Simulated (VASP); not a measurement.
# Al2Ru (I4/mmm) in VASP: notebook

The runs below take Al2Ru through single point, relaxation of the atoms, with PBEsol.

Program: VASP 6.6.1. These are calculated values, not measurements. Logs are shortened: lines on timing, memory, paths and dates and some standing lists are left out, and cuts for length are marked.

## 1. The cell of the first run

The structure is tetragonal, space group I4/mmm (No. 139). Conventional cell: a = 3.184 Å, b = 3.184 Å, c = 8.293 Å, α = 90.00°, β = 90.00°, γ = 90.00°. Within 3.4 Å of Al (site symmetry 4mm) lie 5 Ru at 2.62 to 2.82 Å and 9 Al at 2.66 to 3.18 Å. Within 3.4 Å of Ru (site symmetry 4/mmm) lie 10 Al at 2.62 to 2.82 Å and 4 Ru at 3.18 Å.

## 2. Single point, PBEsol (biaxial strain in the a-b plane: +2.0 %, then relaxed in part)

INCAR reads:

```
SYSTEM = Al2Ru
PREC     = Accurate       ! precision mode
ENCUT    = 520            ! plane-wave cutoff, eV
EDIFF    = 1E-6           ! SCF threshold, eV
ISMEAR   = 0              ! smearing method
SIGMA    = 0.1            ! smearing width, eV
LREAL    = .False.        ! projectors in reciprocal space
LASPH    = .True.         ! aspherical terms in the spheres
NELM     = 60             ! most SCF steps
ALGO     = Fast           ! electronic algorithm
ISIF     = 2              ! what is computed and relaxed
LWAVE    = .False.        ! write WAVECAR
LCHARG   = .False.        ! write CHGCAR
GGA      = PS             ! functional
NBANDS   = 29             ! bands
```

KPOINTS reads:

```
Automatic mesh
0
Gamma
  12 12 4
  0 0 0
```

POSCAR reads:

```
Al2Ru
1.0
    3.1837849204      0.0000000000      0.0000000000
    0.0000000000      3.1837849204      0.0000000000
    0.0000000000      0.0000000000      8.2930008930
Al Ru
4 2
Direct
    0.5000000000      0.5000000000      0.1604750864
    0.0000000000      0.0000000000      0.3395249136
    0.0000000000      0.0000000000      0.6604750864
    0.5000000000      0.5000000000      0.8395249136
    0.0000000000      0.0000000000      0.0000000000
    0.5000000000      0.5000000000      0.5000000000
```

Potentials or basis: VASP PAW PBE potentials, release 64 (Al, Ru_pv).

Command:

```bash
> cat potpaw_PBE.64/Al/POTCAR potpaw_PBE.64/Ru_pv/POTCAR > POTCAR
> mpirun -np 1 vasp_std > vasp.out
```

OUTCAR:

```text
SYSTEM = Al2Ru
   PREC = Accurate
   ENCUT = 520
   EDIFF = 1E-6
   ISMEAR = 0
   LREAL = .False.
   LASPH = .True.
   NELM = 60
   ISIF = 2
   GGA = PS

 ion  position               nearest neighbor table
   1  0.500  0.500  0.160-   5 2.62   5 2.62   5 2.62   5 2.62   4 2.66   2 2.70   2 2.70   2 2.70
                             2 2.70   6 2.82
   2  0.000  0.000  0.340-   6 2.62   6 2.62   6 2.62   6 2.62   3 2.66   1 2.70   1 2.70   1 2.70
                             1 2.70   5 2.82
   3  0.000  0.000  0.660-   6 2.62   6 2.62   6 2.62   6 2.62   2 2.66   4 2.70   4 2.70   4 2.70
                             4 2.70   5 2.82
   4  0.500  0.500  0.840-   5 2.62   5 2.62   5 2.62   5 2.62   1 2.66   3 2.70   3 2.70   3 2.70
                             3 2.70   6 2.82
   5  0.000  0.000  0.000-   1 2.62   4 2.62   1 2.62   4 2.62   1 2.62   4 2.62   1 2.62   4 2.62
                             3 2.82   2 2.82
   6  0.500  0.500  0.500-   2 2.62   3 2.62   2 2.62   3 2.62   2 2.62   3 2.62   2 2.62   3 2.62
                             1 2.82   4 2.82

  LATTYP: Found a simple tetragonal cell.
 ALAT       =     3.1837849204
 C/A-ratio  =     2.6047616596

  Lattice vectors:

 A1 = (   3.1837849204,   0.0000000000,   0.0000000000)
 A2 = (   0.0000000000,   3.1837849204,   0.0000000000)
 A3 = (   0.0000000000,   0.0000000000,   8.2930008930)

Analysis of symmetry for initial positions (statically):
=====================================================================
 Subroutine PRICEL returns following result:

  LATTYP: Found a body centered tetragonal cell.
 ALAT       =     3.1837849204
 C/A-ratio  =     2.6047616596

  Lattice vectors:

 A1 = (  -1.5918924602,   1.5918924602,   4.1465004465)
 A2 = (   1.5918924602,  -1.5918924602,   4.1465004465)
 A3 = (   1.5918924602,   1.5918924602,  -4.1465004465)

   2 primitive cells build up your supercell.

 Routine SETGRP: Setting up the symmetry group for a
 simple tetragonal supercell.

 Subroutine GETGRP returns: Found 16 space group operations
 (whereof 16 operations were pure point group operations)
 out of a pool of 16 trial point group operations.

The static configuration has the point symmetry D_4h.

Analysis of symmetry for dynamics (positions and initial velocities):
=====================================================================
 Subroutine PRICEL returns following result:

  LATTYP: Found a body centered tetragonal cell.
 ALAT       =     3.1837849204
 C/A-ratio  =     2.6047616596

  Lattice vectors:

 A1 = (  -1.5918924602,   1.5918924602,   4.1465004465)
 A2 = (   1.5918924602,  -1.5918924602,   4.1465004465)
 A3 = (   1.5918924602,   1.5918924602,  -4.1465004465)

   2 primitive cells build up your supercell.

 Routine SETGRP: Setting up the symmetry group for a
 simple tetragonal supercell.

 Subroutine GETGRP returns: Found 16 space group operations
 (whereof 16 operations were pure point group operations)
 out of a pool of 16 trial point group operations.

The dynamic configuration has the point symmetry D_4h.

 Subroutine INISYM returns: Found 16 space group operations
 (whereof 16 operations are pure point group operations),
 and found     2 'primitive' translations

----------------------------------------------------------------------------------------

                                     Primitive cell

  volume of cell :      42.0309

  direct lattice vectors                    reciprocal lattice vectors
    -1.591892460  1.591892460  4.146500446    -0.000000000  0.314091569  0.120583612
     1.591892460 -1.591892460  4.146500447     0.314091569  0.000000000  0.120583612
     1.591892460  1.591892460 -4.146500446     0.314091569  0.314091569  0.000000000

  length of vectors
     4.718231572  4.718231572  4.718231572     0.336443043  0.336443043  0.444192556

  position of ions in fractional coordinates (direct lattice)
     0.660475086  0.660475086  0.000000000
     0.339524914  0.339524914  0.000000000
     1.000000000  1.000000000  0.000000000

  ion indices of the primitive-cell ions
   primitive index   ion index
                 1           1
                 2           4
                 3           6

----------------------------------------------------------------------------------------

 KPOINTS: Automatic mesh

Automatic generation of k-mesh.
 Grid dimensions read from file:
 generate k-points for:   12   12    4

 Generating k-lattice:

  Cartesian coordinates                     Fractional coordinates (reciprocal lattice)
     0.026174297  0.000000000  0.000000000     0.083333333  0.000000000  0.000000000
     0.000000000  0.026174297  0.000000000     0.000000000  0.083333333  0.000000000
     0.000000000  0.000000000  0.030145903     0.000000000  0.000000000  0.250000000

  Length of vectors
     0.026174297  0.026174297  0.030145903

  Shift w.r.t. Gamma in fractional coordinates (k-lattice)
     0.000000000  0.000000000  0.000000000

 Subroutine IBZKPT returns following result:
 ===========================================

 Found     84 irreducible k-points:

 Following reciprocal coordinates:
            Coordinates               Weight
  0.000000  0.000000  0.000000      1.000000
  0.083333  0.000000  0.000000      4.000000
  0.166667  0.000000  0.000000      4.000000
  0.250000  0.000000  0.000000      4.000000
  0.333333  0.000000  0.000000      4.000000
  0.416667  0.000000  0.000000      4.000000
[... 16 lines left out ...]
  0.333333  0.333333  0.000000      4.000000
  0.416667  0.333333  0.000000      8.000000
 [... further k-points ...]
   k-points           NKPTS =     84   k-points in BZ     NKDIM =     84   number of bands    NBANDS=     29
   number of dos      NEDOS =    301   number of ions     NIONS =      6
   total plane-waves  NPLWV =  36864
   dimension x,y,z NGX =    24 NGY =   24 NGZ =   64
   dimension x,y,z NGXF=    48 NGYF=   48 NGZF=  128
   ions per type =               4   2
   NGX,Y,Z   is equivalent  to a cutoff of  12.53, 12.53, 12.83 a.u.
   NGXF,Y,Z  is equivalent  to a cutoff of  25.06, 25.06, 25.66 a.u.
 SYSTEM =  Al2Ru
   PREC   = accura    normal or accurate (medium, high low for compatibility)
   ISTART =      0    job   : 0-new  1-cont  2-samecut
   ICHARG =      2    charge: 1-file 2-atom 10-const
   ISPIN  =      1    spin polarized calculation?
   LNONCOLLINEAR =      F non collinear calculations
   LSORBIT =      F    spin-orbit coupling
   LASPH  =      T    aspherical Exc in radial PAW
   ENCUT  =  520.0 eV  38.22 Ry    6.18 a.u.   5.92  5.92 15.42*2*pi/ulx,y,z
   NELM   =     60;   NELMIN=  2; NELMDL= -5     # of ELM steps
   EDIFF  = 0.1E-05   stopping-criterion for ELM
   LREAL  =      F    real-space projection
   EDIFFG = 0.1E-04   stopping-criterion for IOM
   NSW    =      0    number of steps for IOM
   IBRION =     -1    ionic relax: 0-MD 1-quasi-New 2-CG
   NFREE  =      0    steps in history (QN), initial steepest desc. (CG)
   ISIF   =      2    stress and relaxation
   ISYM   =      2    0-nonsym 1-usesym 2-fastsym
   POTIM  = 0.5000    time-step for ionic-motion
   TEBEG  =    0.0;   TEEND  =   0.0 temperature during run
   PSTRESS=    0.0 pullay stress
   NELECT =      40.0000    total number of electrons
   NUPDOWN=      -1.0000    fix difference up-down
   EMIN   =  10.00;   EMAX   =-10.00  energy-range for DOS
   EFERMI =   0.00;   METHOD = LEGACY
   ISMEAR =     0;   SIGMA  =   0.10  broadening in eV -4-tet -1-fermi 0-gaus
   EFERMI_NEDOS =   21; number of points for ismear=-14 and -15
   IALGO  =     68    algorithm
   IMIX   =      4    mixing-type and parameters
     AMIX     =   0.40;   BMIX     =  1.00
     AMIX_MAG =   1.60;   BMIX_MAG =  1.00
  volume/ion in A,a.u.               =      14.01        94.55
  Fermi-wavevector in a.u.,A,eV,Ry     =   1.278091  2.415242 22.225343  1.633517
  Thomas-Fermi vector in A             =   2.410653
   LORBIT       =      0    0 simple, 1 ext, 2 COOP (PROOUT), +10 PAW based schemes
   GGA     = PS    functional components
   LHFCALC =     F    Hartree Fock is set to
   AEXX    =    0.0000 exact exchange contribution
   IVDW    =     0    specifies the selected vdW correction
   LEPSILON=     F    determine dielectric tensor
   LRPA    =     F    only Hartree local field effects (RPA)
 non-spin polarized calculation
 RMM-DIIS sequential band-by-band and
 Gauss-broadening in eV      SIGMA  =   0.10
  energy-cutoff  :      520.00
  volume of cell :       84.06
 maximum number of plane-waves:      2292
 NGX is ok and might be reduce to    24
   NGX = 11   NGY = 11   NGZ = 31

 number of electron      39.9999992 magnetization

 Free energy of the ion-electron system (eV)
  ---------------------------------------------------
  ext. energy  EPLUGINS =         0.00000000
  ---------------------------------------------------
  free energy    TOTEN  =       -40.59614073 eV

  energy without entropy =      -40.59071730  energy(sigma->0) =      -40.59342901

 E-fermi :  10.2042     XC(G=0): -11.9201

 val. band max:       10.1597070319   @ k =   0.3333   0.3333   0.0000
 cond. band min:      10.2211413568   @ k =   0.4167   0.4167   0.0000
 fundamental gap:      0.0614343249
 Fermi energy:        10.2041775638

 k-point     1 :       0.0000    0.0000    0.0000
  band No.  band energies     occupation
      1     -32.3788      2.00000
      2     -32.3788      2.00000
      3     -32.3787      2.00000
      4     -32.3787      2.00000
      5     -32.2604      2.00000
      6     -32.2577      2.00000
[... 21 lines left out ...]
     28      16.2562      0.00000
     29      16.4191      0.00000

 k-point     2 :       0.0833    0.0000    0.0000
  band No.  band energies     occupation
      1     -32.3860      2.00000
      2     -32.3859      2.00000
      3     -32.3782      2.00000
      4     -32.3780      2.00000
      5     -32.2596      2.00000
      6     -32.2570      2.00000
[... 21 lines left out ...]
     28      16.2961      0.00000
     29      16.7130      0.00000

 k-point     3 :       0.1667    0.0000    0.0000
  band No.  band energies     occupation
      1     -32.4056      2.00000
      2     -32.4054      2.00000
      3     -32.3765      2.00000
      4     -32.3763      2.00000
      5     -32.2574      2.00000
      6     -32.2551      2.00000
[... 638 lines left out ...]
      5     -32.2434      2.00000
      6     -32.2428      2.00000
[... 21 lines left out ...]
     28      14.6972      0.00000
     29      15.4430      0.00000

 k-point    24 :       0.4167    0.3333    0.0000
  band No.  band energies     occupation
      1     -32.4689      2.00000
      2     -32.4689      2.00000
      3     -32.4478      2.00000
      4     -32.4478      2.00000
      5     -32.2414      2.00000
      6     -32.2411      2.00000
[... 21 lines left out ...]
     28      15.3000      0.00000
     29      15.5024      0.00000

 [... further k-points ...]
[... 5 lines left out ...]
  --------------------------------------------------------------------------------------
  -------------------------------------------------------------------------------------
  Total       -3.1594439     -3.1594439      0.0060722      0.0000000      0.0000000      0.0000000
  in kB      -60.2174098    -60.2174098      0.1157331      0.0000000      0.0000000      0.0000000
  external PRESSURE =     -40.1063622 kB  Pullay stress =       0.0000000 kB

 VOLUME and BASIS-vectors are now :
 -----------------------------------------------------------------------------
  energy-cutoff  :      520.00
  volume of cell :       84.06
      direct lattice vectors                 reciprocal lattice vectors
     3.183784920  0.000000000  0.000000000     0.314091569  0.000000000  0.000000000
     0.000000000  3.183784920  0.000000000     0.000000000  0.314091569  0.000000000
     0.000000000  0.000000000  8.293000893     0.000000000  0.000000000  0.120583612

 POSITION                                       TOTAL-FORCE (eV/Angst)
 -----------------------------------------------------------------------------------
      1.59189      1.59189      1.33082         0.000000     -0.000000      0.000045
      0.00000      0.00000      2.81568        -0.000000     -0.000000     -0.000045
      0.00000      0.00000      5.47732        -0.000000      0.000000      0.000045
      1.59189      1.59189      6.96218        -0.000000     -0.000000     -0.000045
      0.00000      0.00000      0.00000        -0.000000      0.000000      0.000000
      1.59189      1.59189      4.14650        -0.000000      0.000000      0.000000
 -----------------------------------------------------------------------------------
    total drift:                                0.000000      0.000000      0.000000

  FREE ENERGIE OF THE ION-ELECTRON SYSTEM (eV)
  ---------------------------------------------------
  free  energy   TOTEN  =       -40.5961407283 eV

  energy  without entropy=      -40.5907172993  energy(sigma->0) =      -40.59342901
```

It took 3.4 min on 1 thread of Intel Xeon Platinum 8375C at 2.90GHz (Ice Lake), shared host; peak memory 0.3 GiB.

Results:

| Quantity | Value |
| --- | --- |
| Free energy | -40.5961 eV |
| Pressure | -4.0 GPa |
| Band gap on the k mesh | zero (bands 20 and 21 overlap by 0.23 eV) |

Stress tensor (GPa, compression positive):
```
-6.02  0.00  0.00
 0.00 -6.02  0.00
 0.00  0.00  0.01
```

Levels at points of the mesh, in eV from the Fermi level:
| k point | band 18 | band 19 | band 20 | band 21 | band 22 | band 23 |
| --- | --- | --- | --- | --- | --- | --- |
| (0.00, 0.00, 0.00) | -1.52 | -1.05 | -1.02 | 2.67 | 2.77 | 2.77 |
| (0.50, 0.00, 0.00) | -2.08 | -1.45 | -1.45 | 0.40 | 0.40 | 3.11 |
| (0.50, 0.50, 0.00) | -1.36 | -0.36 | -0.36 | 0.12 | 0.12 | 1.69 |
| (0.00, 0.00, 0.50) | -1.80 | -1.04 | -1.04 | 3.74 | 3.74 | 3.74 |
| (0.50, 0.00, 0.50) | -2.56 | -1.44 | -1.44 | 0.45 | 0.45 | 3.18 |
| (0.50, 0.50, 0.50) | -1.64 | -0.49 | -0.49 | 0.12 | 0.12 | 1.15 |

Caveat: the cell differs from its parent crystal (biaxial strain in the a-b plane: +2.0 %, then relaxed in part); the stress differs along the axes, from -6 to 0 GPa; the PAW data sets were made with another functional, which shifts forces and pressure a little.

## 3. Single point, PBEsol (biaxial strain in the a-b plane: +2.0 %)

INCAR reads:

```
  PREC = Accurate
  ENCUT = 520
  EDIFF = 1E-6
  ISMEAR = 0
  SIGMA = 0.1
  LREAL = False
  LASPH = True
  NELM = 80
  ALGO = Fast
  ISIF = 2
  LWAVE = False
  LCHARG = False
  GGA = PS
  NBANDS = 29
```

KPOINTS reads:

```
regular mesh
0
Gamma
  12 12 4
```

POSCAR reads:

```
Al2Ru
1.0
    3.1837849204      0.0000000000      0.0000000000
    0.0000000000      3.1837849204      0.0000000000
    0.0000000000      0.0000000000      8.3220268968
Al Ru
4 2
Direct
    0.5000000000      0.5000000000      0.1597925477
    0.0000000000      0.0000000000      0.3402074523
    0.0000000000      0.0000000000      0.6597925477
    0.5000000000      0.5000000000      0.8402074523
    0.0000000000      0.0000000000      0.0000000000
    0.5000000000      0.5000000000      0.5000000000
```

Potentials or basis: VASP PAW PBE potentials, release 64 (Al, Ru_pv).

Command:

```bash
> cat potpaw_PBE.64/Al/POTCAR potpaw_PBE.64/Ru_pv/POTCAR > POTCAR
> mpirun -np 1 vasp_std > vasp.out
```

Run time: 3 min. Hardware: 1 thread of Intel Xeon Platinum 8375C at 2.90GHz (Ice Lake), shared host; peak memory 0.3 GiB.

Results (log left out):

```
Free energy            : -40.5949 eV
Pressure               : -4.5 GPa
Largest force          : 0.071 eV/Å
Band gap on the k mesh : zero (bands 20 and 21 overlap by 0.23 eV)
```

Forces on the atoms (eV/Å):
```
Al   0.000  0.000  0.071
Al   0.000  0.000 -0.071
Al   0.000  0.000  0.071
Al   0.000  0.000 -0.071
Ru   0.000  0.000  0.000
Ru   0.000  0.000  0.000
```

Stress tensor (GPa, compression positive):
```
-6.42  0.00  0.00
 0.00 -6.42  0.00
 0.00  0.00 -0.68
```

Levels at points of the mesh, in eV from the Fermi level:
```csv
k point,band 16,band 17,band 18,band 19,band 20,band 21,band 22,band 23,band 24,band 25
"(0.00, 0.00, 0.00)",-1.56,-1.52,-1.52,-1.05,-1.02,2.62,2.79,2.79,4.63,5.75
"(0.50, 0.00, 0.00)",-2.56,-2.09,-2.09,-1.44,-1.44,0.40,0.40,3.07,3.07,5.04
"(0.50, 0.50, 0.00)",-3.07,-1.35,-1.35,-0.38,-0.38,0.12,0.12,1.68,1.68,2.18
"(0.00, 0.00, 0.50)",-1.80,-1.80,-1.80,-1.04,-1.04,3.75,3.75,3.75,3.75,4.49
"(0.50, 0.00, 0.50)",-2.61,-2.56,-2.56,-1.44,-1.44,0.45,0.45,3.14,3.14,5.41
"(0.50, 0.50, 0.50)",-1.65,-1.65,-1.65,-0.48,-0.48,0.12,0.12,1.13,1.13,3.56
```

Caveat: the cell differs from its parent crystal (biaxial strain in the a-b plane: +2.0 %); the stress differs along the axes, from -6 to -1 GPa; the PAW data sets were made with another functional, which shifts forces and pressure a little.

(Part 1 of 2 ends here.)

The gap in the log of VASP goes by the Fermi energy; the results here count the filled bands.